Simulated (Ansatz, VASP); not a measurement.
# Two plane-wave programs on Nb2As3

Contents of INCAR:

```
SYSTEM = Nb2As3
ALGO = Normal
EDIFF = 1E-6
EDIFFG = -0.04
ENCUT = 600
GGA = PE
IBRION = 2
ISIF = 3
ISMEAR = 0
LASPH = .TRUE.
LCHARG = .FALSE.
LREAL = .FALSE.
LWAVE = .FALSE.
NELM = 80
NSW = 90
PREC = Accurate
SIGMA = 0.1
```

The input KPOINTS:

```
k-points
0
G
  6 6 4
  0 0 0
```

The input POSCAR:

```
Nb2As3
1.0
    4.0877689278      0.0000000000      0.0000000000
   -2.0438844639      3.5401117363      0.0000000000
    0.0000000000      0.0000000000      6.3599044486
Nb As
2 3
Direct
    0.3333333333      0.6666666667      0.2450000000
    0.6666666667      0.3333333333      0.7550000000
    0.0000000000      0.0000000000      0.0000000000
    0.3333333333      0.6666666667      0.6450000000
    0.6666666667      0.3333333333      0.3550000000
```

Input for Ansatz:

```yaml
crystal:
  lattice:
    - [4.0877689278, 0.0, 0.0]
    - [-2.0438844639, 3.5401117363, 0.0]
    - [0.0, 0.0, 6.3599044486]
  atoms:
    - { symbol: Nb, position: [0.3333333333, 0.6666666667, 0.245] }
    - { symbol: Nb, position: [0.6666666667, 0.3333333333, 0.755] }
    - { symbol: As, position: [0.0, 0.0, 0.0] }
    - { symbol: As, position: [0.3333333333, 0.6666666667, 0.645] }
    - { symbol: As, position: [0.6666666667, 0.3333333333, 0.355] }
basis:
  ecutwfc: 420
kpoints:
  mp_grid: { grid: [6, 6, 4] }
hamiltonian:
  xc: pbe
scf:
  occupations: { method: gaussian, width: 0.1 }
  lower_state_search: "off"
output:
  forces: true
  stress: true
  eigenvalues: true
relax:
  adjacent_minimum: "off"
  f_tol: 0.04
  max_steps: 70
  cell: { stress_tol: 0.4 }
```

Alike in both runs: task relaxation of cell and atoms; functional PBE; k mesh 6 × 6 × 4; occupations gaussian, width 0.1 eV; no spin polarisation.

|  | VASP | Ansatz |
| --- | --- | --- |
| version | VASP 6.6.1 | Ansatz 0.2.0 |
| potentials or method | VASP PAW PBE potentials, release 64 (Nb_sv, As), cutoff 600 eV | scalar-relativistic, plane waves, PAW |
| valence electrons in the cell | 41 | 71 |

|  | VASP | Ansatz | Ansatz less VASP |
| --- | --- | --- | --- |
| gap on the k mesh at the Fermi level, each at its own relaxed structure (eV) | none | none | - |
| relaxed volume (Å³/atom) | 19.13 | 19.16 | +0.029 |
| relaxed cell length with the largest relative difference (Å) | 6.610 | 6.545 | -0.0650 |

A gap of «none» marks a metal or a gap that the smearing closes. VASP's potentials hold 41 valence electrons a cell and Ansatz's 71, so a difference there can come from the potentials and not from the codes.
